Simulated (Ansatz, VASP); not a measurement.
**Hf3N2 in VASP and in Ansatz**

```xyz
5
Lattice="1.6044 0.9263 7.7674 -1.6044 0.9263 7.7674 0.0000 -1.8525 7.7674" Properties=species:S:1:pos:R:3 pbc="T T T"
Hf    0.0349    0.0368   18.1568
Hf    0.0349    0.0367    5.1259
Hf    0.0349    0.0367   -0.0097
N     0.0349    0.0367   14.2530
N     0.0349    0.0367    9.0297
```

Alike in both runs: functional r2SCAN; k mesh 6 × 6 × 6; occupations gaussian, width 0.1 eV; no spin polarisation.

Ansatz relaxed the structure, and its values are those at the end. VASP's run is a single point on that final structure, the one shown.

```csv
,VASP,Ansatz
version,VASP 6.6.1,Ansatz 0.2.0
potentials or method,"VASP PAW PBE potentials, release 64 (Hf_pv, N), cutoff 520 eV","scalar-relativistic, plane waves, PAW"
valence electrons in the cell,40,88
```

Ansatz gave:

```
gap on the k mesh at the Fermi level (eV) : none
pressure (GPa)                            : 0.0
rms of the force components (eV/Å)        : 0.000
```

Task: Estimate VASP's values.

Result: gap on the k mesh at the Fermi level (eV): none; pressure (GPa): -1.9; rms of the force components (eV/Å): 0.028.

VASP's potentials were made for PBE, not for r2SCAN. A gap of «none» marks a metal or a gap that the smearing closes. VASP's potentials hold 40 valence electrons a cell and Ansatz's 88, so a difference there can come from the potentials and not from the codes.

The k mesh is coarse, so the values compare programs but aren't converged. Spin-orbit coupling is off throughout.
